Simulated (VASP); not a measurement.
# P (P4/mmm) in VASP: notebook

Runs on P. Level: r2SCAN. Tasks: single point.

Program: VASP 6.6.1. These are calculated values, not measurements. Logs are shortened: lines on timing, memory, paths and dates and some standing lists are left out, and cuts for length are marked.

## 1. The cell of the first run

The structure is tetragonal, space group P4/mmm (No. 123). The conventional cell has a = 4.273 Å, b = 4.273 Å, c = 4.159 Å, α = 90.00°, β = 90.00°, γ = 90.00°. Within 5.5 Å of P (site symmetry 4/mmm) lie 6 P at 4.16 to 4.27 Å.

## 2. Single point, r2SCAN (strain +0.000 along x and y, -0.050 along z)

Input file POSCAR:

```
P
1.0
    4.2729048574      0.0000000000      0.0000000000
    0.0000000000      4.2729048574      0.0000000000
    0.0000000000      0.0000000000      4.1591000000
P
1
Direct
    0.0000000000      0.0000000000      0.0000000000
```

Input file INCAR.step1:

```
SYSTEM = P
  PREC = Accurate
  ENCUT = 520
  ISMEAR = 0
  SIGMA = 0.15
  LREAL = .FALSE.
  LASPH = .TRUE.
  NELM = 60
  NBANDS = 8
  GGA = PE
  ALGO = Normal
  EDIFF = 1E-4
  LWAVE = .TRUE.
  LCHARG = .FALSE.
```

Input file INCAR.step2:

```
SYSTEM = P
  PREC = Accurate
  ENCUT = 520
  EDIFF = 1E-6
  ISMEAR = 0
  SIGMA = 0.15
  LREAL = .FALSE.
  LASPH = .TRUE.
  NELM = 60
  ALGO = Normal
  ISIF = 2
  LWAVE = .FALSE.
  LCHARG = .FALSE.
  METAGGA = R2SCAN
  LMIXTAU = .TRUE.
  NBANDS = 8
  ISTART = 1
```

Input file KPOINTS:

```
Automatic mesh
0
G
  12 12 12
  0 0 0
```

Potentials or basis: VASP PAW PBE potentials, release 64 (P).

Command:

```console
$ cat potpaw_PBE.64/P/POTCAR > POTCAR
$ cp INCAR.step1 INCAR
$ mpirun -np 1 vasp_std > vasp.out
$ cp INCAR.step2 INCAR
$ mpirun -np 1 vasp_std > vasp.out
```

OUTCAR:

```text
SYSTEM = P
   PREC = Accurate
   ENCUT = 520
   EDIFF = 1E-6
   ISMEAR = 0
   LREAL = .FALSE.
   LASPH = .TRUE.
   NELM = 60
   ISIF = 2
   METAGGA = R2SCAN
   ISTART = 1

 ion  position               nearest neighbor table
   1  0.000  0.000  0.000-

  LATTYP: Found a simple tetragonal cell.
 ALAT       =     4.2729048574
 C/A-ratio  =     0.9733659276

  Lattice vectors:

 A1 = (   4.2729048574,   0.0000000000,   0.0000000000)
 A2 = (   0.0000000000,   4.2729048574,   0.0000000000)
 A3 = (   0.0000000000,   0.0000000000,   4.1591000000)

Analysis of symmetry for initial positions (statically):
=====================================================================
 Subroutine PRICEL returns:
 Original cell was already a primitive cell.

 Routine SETGRP: Setting up the symmetry group for a
 simple tetragonal supercell.

 Subroutine GETGRP returns: Found 16 space group operations
 (whereof 16 operations were pure point group operations)
 out of a pool of 16 trial point group operations.

The static configuration has the point symmetry D_4h.

Analysis of symmetry for dynamics (positions and initial velocities):
=====================================================================
 Subroutine PRICEL returns:
 Original cell was already a primitive cell.

 Routine SETGRP: Setting up the symmetry group for a
 simple tetragonal supercell.

 Subroutine GETGRP returns: Found 16 space group operations
 (whereof 16 operations were pure point group operations)
 out of a pool of 16 trial point group operations.

The dynamic configuration has the point symmetry D_4h.

 Subroutine INISYM returns: Found 16 space group operations
 (whereof 16 operations are pure point group operations),
 and found     1 'primitive' translations

----------------------------------------------------------------------------------------

                                     Primitive cell

  volume of cell :      75.9357

  direct lattice vectors                    reciprocal lattice vectors
     4.272904857  0.000000000  0.000000000     0.234032826  0.000000000  0.000000000
     0.000000000  4.272904857  0.000000000     0.000000000  0.234032826  0.000000000
     0.000000000  0.000000000  4.159100000     0.000000000  0.000000000  0.240436633

  length of vectors
[... 75 lines left out ...]
   LNONCOLLINEAR =      F non collinear calculations
   LSORBIT =      F    spin-orbit coupling
   LASPH  =      T    aspherical Exc in radial PAW
   ENCUT  =  520.0 eV  38.22 Ry    6.18 a.u.   7.94  7.94  7.73*2*pi/ulx,y,z
   NELM   =     60;   NELMIN=  2; NELMDL=  0     # of ELM steps
   EDIFF  = 0.1E-05   stopping-criterion for ELM
   LREAL  =      F    real-space projection
   EDIFFG = 0.1E-04   stopping-criterion for IOM
   NSW    =      0    number of steps for IOM
   IBRION =     -1    ionic relax: 0-MD 1-quasi-New 2-CG
   NFREE  =      0    steps in history (QN), initial steepest desc. (CG)
   ISIF   =      2    stress and relaxation
   ISYM   =      2    0-nonsym 1-usesym 2-fastsym
   POTIM  = 0.5000    time-step for ionic-motion
   TEBEG  =    0.0;   TEEND  =   0.0 temperature during run
   PSTRESS=    0.0 pullay stress
   NELECT =       5.0000    total number of electrons
   NUPDOWN=      -1.0000    fix difference up-down
   EMIN   =  10.00;   EMAX   =-10.00  energy-range for DOS
   EFERMI =   0.00;   METHOD = LEGACY
   ISMEAR =     0;   SIGMA  =   0.15  broadening in eV -4-tet -1-fermi 0-gaus
   EFERMI_NEDOS =   21; number of points for ismear=-14 and -15
   IALGO  =     38    algorithm
   IMIX   =      4    mixing-type and parameters
     AMIX     =   0.40;   BMIX     =  1.00
     AMIX_MAG =   1.60;   BMIX_MAG =  1.00
  volume/ion in A,a.u.               =      75.94       512.44
  Fermi-wavevector in a.u.,A,eV,Ry     =   0.661073  1.249247  5.945988  0.437018
  Thomas-Fermi vector in A             =   1.733719
   LORBIT       =      0    0 simple, 1 ext, 2 COOP (PROOUT), +10 PAW based schemes
   METAGGA = R2SCAN    functional components
   LHFCALC =     F    Hartree Fock is set to
   AEXX    =    0.0000 exact exchange contribution
   IVDW    =     0    specifies the selected vdW correction
   LEPSILON=     F    determine dielectric tensor
   LRPA    =     F    only Hartree local field effects (RPA)
 non-spin polarized calculation
 Gauss-broadening in eV      SIGMA  =   0.15
  energy-cutoff  :      520.00
  volume of cell :       75.94
 maximum number of plane-waves:      2068
 NGX is ok and might be reduce to    32
   NGX = 15   NGY = 15   NGZ = 15

 number of electron       4.9999999 magnetization

 Free energy of the ion-electron system (eV)
  ---------------------------------------------------
  ext. energy  EPLUGINS =         0.00000000
  ---------------------------------------------------
  free energy    TOTEN  =        -4.43237558 eV

  energy without entropy =       -4.39892552  energy(sigma->0) =       -4.41565055

 E-fermi :  -3.0960     XC(G=0):  -5.3590

 val. band max:       -3.0966664189   @ k =   0.5000   0.2500   0.0833
 cond. band min:      -3.0948607775   @ k =   0.4167   0.0833   0.2500
 fundamental gap:      0.0018056414
 Fermi energy:        -3.0959974727

 k-point     1 :       0.0000    0.0000    0.0000
  band No.  band energies     occupation
      1     -12.3269      2.00000
      2      -2.5509      0.00000
      3      -2.5509      0.00000
      4      -2.4056      0.00000
      5       2.0122      0.00000
      6       4.9674      0.00000
      7       5.0747      0.00000
      8       9.8356      0.00000
[... 243 lines left out ...]
 k-point    24 :       0.4167    0.3333    0.0000
  band No.  band energies     occupation
      1     -12.0249      2.00000
      2      -3.7056      2.00000
      3      -3.4344      1.99858
      4      -2.1702      0.00000
      5       3.4716      0.00000
      6       5.3626      0.00000
      7       7.1570      0.00000
      8       7.3293      0.00000

 [... further k-points ...]
[... 5 lines left out ...]
  --------------------------------------------------------------------------------------
  -------------------------------------------------------------------------------------
  Total       -2.0199435     -2.0199435     -2.2448532      0.0000000      0.0000000      0.0000000
  in kB      -42.6190732    -42.6190732    -47.3644744      0.0000000      0.0000000      0.0000000
  external PRESSURE =     -44.2008736 kB  Pullay stress =       0.0000000 kB

 VOLUME and BASIS-vectors are now :
 -----------------------------------------------------------------------------
  energy-cutoff  :      520.00
  volume of cell :       75.94
      direct lattice vectors                 reciprocal lattice vectors
     4.272904857  0.000000000  0.000000000     0.234032826  0.000000000  0.000000000
     0.000000000  4.272904857  0.000000000     0.000000000  0.234032826  0.000000000
     0.000000000  0.000000000  4.159100000     0.000000000  0.000000000  0.240436633

 POSITION                                       TOTAL-FORCE (eV/Angst)
 -----------------------------------------------------------------------------------
      0.00000      0.00000      0.00000         0.000000      0.000000      0.000000
 -----------------------------------------------------------------------------------
    total drift:                                0.000000     -0.000000      0.000000

  FREE ENERGIE OF THE ION-ELECTRON SYSTEM (eV)
  ---------------------------------------------------
  free  energy   TOTEN  =        -4.4323755811 eV

  energy  without entropy=       -4.3989255233  energy(sigma->0) =       -4.41565055
```

Wall time 70 s (1 thread of Intel Xeon 6975P-C (Granite Rapids), shared host); peak memory 0.24 GiB.

What came out:

* Free energy: -4.4324 eV
* Pressure: -4.4 GPa

Stress tensor (GPa, compression positive):
```
-4.26  0.00  0.00
 0.00 -4.26  0.00
 0.00  0.00 -4.74
```

Caveat: the cell differs from its parent crystal (strain +0.000 along x and y, -0.050 along z); the PAW data sets were made with another functional, which shifts forces and pressure a little.

## 3. Single point, r2SCAN (strain +0.000 along x and y, +0.025 along z)

POSCAR, as its differences from that of step 2:

```diff
@@ -4,3 +4,3 @@
     0.0000000000      4.2729048574      0.0000000000
-    0.0000000000      0.0000000000      4.1591000000
+    0.0000000000      0.0000000000      4.4874500000
 P
```

Input file INCAR.step1:

```
PREC = Accurate ; ENCUT = 520
ISMEAR = 0 ; SIGMA = 0.15
LREAL = F ; LASPH = T
NELM = 100 ; NBANDS = 8
GGA = PE ; ALGO = Normal
EDIFF = 1E-4 ; LWAVE = T
LCHARG = F
```

Input file INCAR.step2:

```
PREC = Accurate ; ENCUT = 520
EDIFF = 1E-6 ; ISMEAR = 0
SIGMA = 0.15 ; LREAL = F
LASPH = T ; NELM = 100
ALGO = Normal ; ISIF = 2
LWAVE = F ; LCHARG = T
METAGGA = R2SCAN ; LMIXTAU = T
LELF = T ; LVHAR = T
NBANDS = 8 ; ISTART = 1
```

Input file KPOINTS:

```
regular mesh
0
Gamma
  12 12 12
```

Potentials or basis: VASP PAW PBE potentials, release 64 (P).

Command:

```console
$ cat potpaw_PBE.64/P/POTCAR > POTCAR
$ cp INCAR.step1 INCAR
$ mpirun -np 1 vasp_std > vasp.out
$ cp INCAR.step2 INCAR
$ mpirun -np 1 vasp_std > vasp.out
```

Wall time 1.9 min (1 thread of Intel Xeon 6975P-C (Granite Rapids), shared host); peak memory 0.26 GiB.

Results (log left out):

```yaml
Free_energy: -4.2843 eV
Pressure: -3.8 GPa
```

Stress tensor (GPa, compression positive):
```
-4.03  0.00  0.00
 0.00 -4.03  0.00
 0.00  0.00 -3.24
```

Levels at points of the mesh, in eV from the Fermi level:
```tsv
k point	band 1	band 2	band 3	band 4	band 5
(0.00, 0.00, 0.00)	-9.18	0.37	0.59	0.59	5.01
(0.50, 0.00, 0.00)	-8.99	-0.85	0.54	0.74	7.07
(0.50, 0.50, 0.00)	-8.82	-0.54	-0.54	0.68	6.21
(0.00, 0.00, 0.50)	-9.05	-0.75	0.69	0.69	7.02
(0.50, 0.00, 0.50)	-8.88	-0.62	-0.44	0.83	6.15
(0.50, 0.50, 0.50)	-8.71	-0.36	-0.36	-0.19	7.29
```

Caveat: the cell differs from its parent crystal (strain +0.000 along x and y, +0.025 along z); the PAW data sets were made with another functional, which shifts forces and pressure a little.
